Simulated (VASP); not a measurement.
# Te (C2/m) in VASP: further runs, part 2 of 3

VASP 6.6.1. The steps go on from the part before.

## 3. Electric field gradients, PBE (27.02 Å³/atom)

This run uses another cell than the first one, of 27.02 Å³/atom.

File INCAR:

```
  PREC = Accurate
  ENCUT = 520
  EDIFF = 1E-8
  ISMEAR = -1
  SIGMA = 0.05
  LREAL = F
  LASPH = T
  NELM = 80
  ALGO = Normal
  ISIF = 2
  LWAVE = F
  LCHARG = F
  GGA = PE
  LEFG = T
  NBANDS = 16
```

File KPOINTS:

```
Automatic mesh
0
Gamma
  8 8 8
```

File POSCAR:

```
Te
1.0
    4.2621412146     -2.3869037689      0.0000000000
    4.2621412146      2.3869037689      0.0000000000
   -0.1313139325      0.0000000000      3.9835583797
Te
3
Direct
    0.6760000000      0.6760000000      0.6750000000
    0.3240000000      0.3240000000      0.3250000000
    0.0000000000      0.0000000000      0.0000000000
```

Potentials or basis: VASP PAW PBE potentials, release 64 (Te).

Run with:

```console
$ cat potpaw_PBE.64/Te/POTCAR > POTCAR
$ mpirun -np 1 vasp_std > vasp.out
```

OUTCAR:

```text
PREC = Accurate
   ENCUT = 520
   EDIFF = 1E-8
   ISMEAR = -1
   LREAL = F
   LASPH = T
   NELM = 80
   ISIF = 2
   GGA = PE

 ion  position               nearest neighbor table
   1  0.676  0.676  0.675-   3 3.01   2 3.06   2 3.06   3 3.12   3 3.12   2 3.27
   2  0.324  0.324  0.325-   3 3.01   1 3.06   1 3.06   3 3.12   3 3.12   1 3.27
   3  0.000  0.000  0.000-   1 3.01   2 3.01   1 3.12   1 3.12   2 3.12   2 3.12

  LATTYP: Found a base centered monoclinic cell.
 ALAT       =     8.5242824292
 B/A-ratio  =     0.5600245625
 C/A-ratio  =     0.4675727418
 COS(beta)  =    -0.0329460833

  Lattice vectors:

 A1 = (   4.2621412146,  -2.3869037689,   0.0000000000)
 A2 = (   4.2621412146,   2.3869037689,   0.0000000000)
 A3 = (  -0.1313139325,   0.0000000000,   3.9835583797)

Analysis of symmetry for initial positions (statically):
=====================================================================
 Subroutine PRICEL returns:
 Original cell was already a primitive cell.

 Routine SETGRP: Setting up the symmetry group for a
 base centered monoclinic supercell.

 Subroutine GETGRP returns: Found  4 space group operations
 (whereof  4 operations were pure point group operations)
 out of a pool of  4 trial point group operations.

The static configuration has the point symmetry C_2h.

Analysis of symmetry for dynamics (positions and initial velocities):
=====================================================================
 Subroutine PRICEL returns:
 Original cell was already a primitive cell.

 Routine SETGRP: Setting up the symmetry group for a
 base centered monoclinic supercell.

 Subroutine GETGRP returns: Found  4 space group operations
 (whereof  4 operations were pure point group operations)
 out of a pool of  4 trial point group operations.

The dynamic configuration has the point symmetry C_2h.

 Subroutine INISYM returns: Found  4 space group operations
 (whereof  4 operations are pure point group operations),
 and found     1 'primitive' translations

----------------------------------------------------------------------------------------

                                     Primitive cell

  volume of cell :      81.0520

  direct lattice vectors                    reciprocal lattice vectors
     4.262141215 -2.386903769  0.000000000     0.117311927 -0.209476396  0.003867068
     4.262141215  2.386903769  0.000000000     0.117311927  0.209476396  0.003867068
    -0.131313933  0.000000000  3.983558380     0.000000000  0.000000000  0.251031843

  length of vectors
     4.884993074  4.884993074  3.985722107     0.240119560  0.240119560  0.251031843

  position of ions in fractional coordinates (direct lattice)
     0.676000000  0.676000000  0.675000000
     0.324000000  0.324000000  0.325000000
     0.000000000  0.000000000  0.000000000

  ion indices of the primitive-cell ions
   primitive index   ion index
                 1           1
                 2           2
                 3           3

----------------------------------------------------------------------------------------

[... 83 lines left out ...]
   EFERMI =   0.00;   METHOD = LEGACY
   ISMEAR =    -1;   SIGMA  =   0.05  broadening in eV -4-tet -1-fermi 0-gaus
   EFERMI_NEDOS =   21; number of points for ismear=-14 and -15
   IALGO  =     38    algorithm
   IMIX   =      4    mixing-type and parameters
     AMIX     =   0.40;   BMIX     =  1.00
     AMIX_MAG =   1.60;   BMIX_MAG =  1.00
  volume/ion in A,a.u.               =      27.02       182.32
  Fermi-wavevector in a.u.,A,eV,Ry     =   0.991390  1.873455 13.372531  0.982853
  Thomas-Fermi vector in A             =   2.123127
   LORBIT       =      0    0 simple, 1 ext, 2 COOP (PROOUT), +10 PAW based schemes
   GGA     = PE    functional components
   LHFCALC =     F    Hartree Fock is set to
   AEXX    =    0.0000 exact exchange contribution
   IVDW    =     0    specifies the selected vdW correction
   LEPSILON=     F    determine dielectric tensor
   LRPA    =     F    only Hartree local field effects (RPA)
 non-spin polarized calculation
  energy-cutoff  :      520.00
  volume of cell :       81.05
 maximum number of plane-waves:      2198
   NGX = 19   NGY = 19   NGZ = 15

 number of electron      17.9999999 magnetization

 Free energy of the ion-electron system (eV)
  ---------------------------------------------------
  ext. energy  EPLUGINS =         0.00000000
  ---------------------------------------------------
  free energy    TOTEN  =        -8.82867007 eV

  energy without entropy =       -8.81405597  energy(sigma->0) =       -8.82136302

 E-fermi :   8.7192     XC(G=0): -10.2388

 val. band max:        8.7073093137   @ k =  -0.2500   0.5000   0.1250
 cond. band min:       8.7229370241   @ k =   0.3750  -0.0000   0.5000
 fundamental gap:      0.0156277104
 Fermi energy:         8.7191528342

 k-point     1 :       0.0000    0.0000    0.0000
  band No.  band energies     occupation
      1      -5.9249      2.00000
      2      -0.8651      2.00000
      3      -0.8212      2.00000
      4       4.1072      2.00000
      5       4.3739      2.00000
      6       4.8851      2.00000
[... 433 lines left out ...]
      3      -0.9965      2.00000
      4       3.0565      2.00000
      5       3.4110      2.00000
      6       6.2999      2.00000
[... 8 lines left out ...]
     15      15.9848      0.00000
     16      16.7468      0.00000

 [... further k-points ...]

------------------------ aborting loop because EDIFF is reached ----------------------------------------

  FORCE on cell =-STRESS in cart. coord.  units (eV):
  Direction    XX          YY          ZZ          XY          YZ          ZX
  --------------------------------------------------------------------------------------
  -------------------------------------------------------------------------------------
  Total        3.5568769      3.6092036      4.3203741      0.0000000      0.0000000      0.5003600
  in kB       70.3097394     71.3440949     85.4019944      0.0000000      0.0000000      9.8907499
  external PRESSURE =      75.6852763 kB  Pullay stress =       0.0000000 kB

 VOLUME and BASIS-vectors are now :
 -----------------------------------------------------------------------------
  energy-cutoff  :      520.00
  volume of cell :       81.05
      direct lattice vectors                 reciprocal lattice vectors
     4.262141215 -2.386903769  0.000000000     0.117311927 -0.209476396  0.003867068
     4.262141215  2.386903769  0.000000000     0.117311927  0.209476396  0.003867068
    -0.131313933  0.000000000  3.983558380     0.000000000  0.000000000  0.251031843

 POSITION                                       TOTAL-FORCE (eV/Angst)
 -----------------------------------------------------------------------------------
      5.67378      0.00000      2.68890        -0.404948      0.000000     -0.197787
      2.71919      0.00000      1.29466         0.404948      0.000000      0.197787
      0.00000      0.00000      0.00000        -0.000000      0.000000     -0.000000
 -----------------------------------------------------------------------------------
    total drift:                               -0.000000      0.000000      0.000000

  FREE ENERGIE OF THE ION-ELECTRON SYSTEM (eV)
  ---------------------------------------------------
  free  energy   TOTEN  =        -8.8286700704 eV

  energy  without entropy=       -8.8140559671  energy(sigma->0) =       -8.82136302

 Electric field gradients (V/A^2)
---------------------------------------------------------------------
 ion       V_xx      V_yy      V_zz      V_xy      V_xz      V_yz
---------------------------------------------------------------------
   1     105.446   166.022  -271.469     0.000   -50.502     0.000
   2     105.446   166.022  -271.469     0.000   -50.502     0.000
   3     246.731    57.278  -304.008     0.000    74.960    -0.000
---------------------------------------------------------------------

 Electric field gradients after diagonalization (V/A^2)
 (convention: |V_zz| > |V_xx| > |V_yy|)
----------------------------------------------------------------------
 ion       V_xx      V_yy      V_zz     asymmetry (V_yy - V_xx)/ V_zz
----------------------------------------------------------------------
   1     166.022   112.096  -278.118       0.194
   2     166.022   112.096  -278.118       0.194
   3     256.751    57.278  -314.029       0.635
----------------------------------------------------------------------

           NMR quadrupolar parameters

 Cq : quadrupolar parameter    Cq=e*Q*V_zz/h
 eta: asymmetry parameters     (V_yy - V_xx)/ V_zz
 Q  : nuclear electric quadrupole moment in mb (millibarn)
----------------------------------------------------------------------
 ion       Cq(MHz)       eta       Q (mb)
----------------------------------------------------------------------
   1      -0.672       0.194       1.000
   2      -0.672       0.194       1.000
   3      -0.759       0.635       1.000
----------------------------------------------------------------------
```

stdout:

```text
POSCAR found type information on POSCAR Te
 POSCAR found :  1 types and       3 ions
 scaLAPACK will be used
 LDA part: xc-table for (Slater+PW92), standard interpolation
 POSCAR, INCAR and KPOINTS ok, starting setup
 FFT: planning ... GRIDC
 FFT: planning ... GRID_SOFT
 FFT: planning ... GRID
 WAVECAR not read
 entering main loop
ion   1

ion   2

ion   3
```

Run time: 2.2 min. Hardware: 1 thread of Intel Xeon Platinum 8488C (Sapphire Rapids), shared host; peak memory 0.28 GiB.

What came out:

| Item | Value |
| --- | --- |
| Free energy | -8.8287 eV |
| Pressure | 7.6 GPa |
| Largest force | 0.451 eV/Å |
| Band gap on the k mesh | zero (bands 9 and 10 overlap by 3.34 eV) |
| Largest electric field gradient by atom | Te -278.1, -314.0 (each value once) V/Å² |

Forces in eV/Å, atoms in the order of the input:
```
Te  -0.405  0.000 -0.198
Te   0.405  0.000  0.198
Te   0.000  0.000  0.000
```

Stress tensor (GPa, compression positive):
```
7.03 0.00 0.99
0.00 7.13 0.00
0.99 0.00 8.54
```

Electric field gradients, principal values (V/Å²):
```
atom    least   middle  greatest (by size)
1 Te  112.096  166.022            -278.118
2 Te  112.096  166.022            -278.118
3 Te   57.278  256.751            -314.029
```

Caveat: the cell stands under pressure; without QUAD_EFG the Cq values of the log hold for a quadrupole moment of 1 mb, not for the nuclei; spin-orbit coupling is left out, which moves the levels of the heavy elements.

## 4. Electric field gradients, PBE (28.08 Å³/atom)

This run uses another cell than the first one, of 28.08 Å³/atom.

File INCAR:

```
SYSTEM = Te
PREC = Accurate
ENCUT = 520
EDIFF = 1E-8
ISMEAR = -1
SIGMA = 0.05
LREAL = .FALSE.
LASPH = .TRUE.
NELM = 100
ALGO = Normal
ISIF = 2
LWAVE = .FALSE.
LCHARG = .FALSE.
GGA = PE
LEFG = .TRUE.
NBANDS = 16
```

File KPOINTS:

```
regular mesh
0
G
  8 8 8
  0 0 0
```

File POSCAR:

```
Te
1.0
    4.3171426514     -2.4177059245      0.0000000000
    4.3171426514      2.4177059245      0.0000000000
   -0.1330084927      0.0000000000      4.0349648028
Te
3
Direct
    0.6760000000      0.6760000000      0.6750000000
    0.3240000000      0.3240000000      0.3250000000
    0.0000000000      0.0000000000      0.0000000000
```

Potentials or basis: VASP PAW PBE potentials, release 64 (Te).

Run with:

```console
$ cat potpaw_PBE.64/Te/POTCAR > POTCAR
$ mpirun -np 1 vasp_std > vasp.out
```

OUTCAR:

```text
SYSTEM = Te
   PREC = Accurate
   ENCUT = 520
   EDIFF = 1E-8
   ISMEAR = -1
   LREAL = .FALSE.
   LASPH = .TRUE.
   NELM = 100
   ISIF = 2
   GGA = PE

 ion  position               nearest neighbor table
   1  0.676  0.676  0.675-   3 3.05   2 3.10   2 3.10   3 3.16   3 3.16   2 3.31
   2  0.324  0.324  0.325-   3 3.05   1 3.10   1 3.10   3 3.16   3 3.16   1 3.31
   3  0.000  0.000  0.000-   1 3.05   2 3.05   1 3.16   1 3.16   2 3.16   2 3.16

  LATTYP: Found a base centered monoclinic cell.
 ALAT       =     8.6342853028
 B/A-ratio  =     0.5600245625
 C/A-ratio  =     0.4675727418
 COS(beta)  =    -0.0329460833
[... 680 lines left out ...]

 Electric field gradients (V/A^2)
---------------------------------------------------------------------
 ion       V_xx      V_yy      V_zz      V_xy      V_xz      V_yz
---------------------------------------------------------------------
   1     104.180   169.626  -273.806    -0.000   -53.460    -0.000
   2     104.180   169.626  -273.806     0.000   -53.460     0.000
   3     250.406    56.800  -307.205    -0.000    76.101     0.000
---------------------------------------------------------------------

 Electric field gradients after diagonalization (V/A^2)
 (convention: |V_zz| > |V_xx| > |V_yy|)
----------------------------------------------------------------------
 ion       V_xx      V_yy      V_zz     asymmetry (V_yy - V_xx)/ V_zz
----------------------------------------------------------------------
   1     169.626   111.596  -281.222       0.206
   2     169.626   111.596  -281.222       0.206
   3     260.605    56.800  -317.405       0.642
----------------------------------------------------------------------

           NMR quadrupolar parameters

 Cq : quadrupolar parameter    Cq=e*Q*V_zz/h
 eta: asymmetry parameters     (V_yy - V_xx)/ V_zz
 Q  : nuclear electric quadrupole moment in mb (millibarn)
----------------------------------------------------------------------
 ion       Cq(MHz)       eta       Q (mb)
----------------------------------------------------------------------
   1      -0.680       0.206       1.000
   2      -0.680       0.206       1.000
   3      -0.767       0.642       1.000
----------------------------------------------------------------------
```

stdout:

```text
POSCAR found type information on POSCAR Te
 POSCAR found :  1 types and       3 ions
 scaLAPACK will be used
 LDA part: xc-table for (Slater+PW92), standard interpolation
 POSCAR, INCAR and KPOINTS ok, starting setup
 FFT: planning ... GRIDC
 FFT: planning ... GRID_SOFT
 FFT: planning ... GRID
 WAVECAR not read
 entering main loop
ion   1

ion   2

ion   3
```

Wall time 2.7 min (1 thread of Intel Xeon Platinum 8488C (Sapphire Rapids), shared host); peak memory 0.31 GiB.

What came out:

```yaml
Free_energy: -8.9475 eV
Pressure: 4.5 GPa
Largest_force: 0.353 eV/Å
Band_gap_on_the_k_mesh: zero (bands 9 and 10 overlap by 3.10 eV)
Largest_electric_field_gradient_by_atom: Te -281.2, -317.4 (each value once) V/Å²
```

Forces in eV/Å, atoms in the order of the input:
```
Te  -0.304  0.000 -0.179
Te   0.304  0.000  0.179
Te   0.000  0.000  0.000
```

Levels at points of the mesh, in eV from the Fermi level:
```tsv
k point	band 5	band 6	band 7	band 8	band 9	band 10	band 11	band 12	band 13	band 14
(0.00, 0.00, 0.00)	-4.13	-3.64	-3.62	-2.01	-1.72	1.41	2.75	3.07	5.71	6.06
(0.50, 0.00, 0.00)	-2.61	-2.59	-2.45	0.08	0.13	0.43	0.86	3.09	3.35	5.84
(0.50, 0.50, 0.00)	-2.90	-2.63	-2.24	0.42	0.42	0.53	0.73	2.72	3.08	5.84
(0.00, 0.00, 0.50)	-3.55	-2.61	-2.53	-1.73	-1.66	-1.62	-1.44	-0.89	2.98	3.27
(0.50, 0.00, 0.50)	-4.17	-4.08	-3.64	-3.45	1.48	1.71	1.74	3.01	6.79	7.10
(0.50, 0.50, 0.50)	-3.73	-3.70	-3.68	-3.51	1.43	1.50	2.02	2.52	6.67	6.97
```

Electric field gradients, principal values (V/Å²):
```csv
atom,least,middle,greatest (by size)
1 Te,111.596,169.626,-281.222
2 Te,111.596,169.626,-281.222
3 Te,56.800,260.605,-317.405
```

Caveat: the cell stands under pressure; without QUAD_EFG the Cq values of the log hold for a quadrupole moment of 1 mb, not for the nuclei; spin-orbit coupling is left out, which moves the levels of the heavy elements.

(Continued in part 3 of 3.)
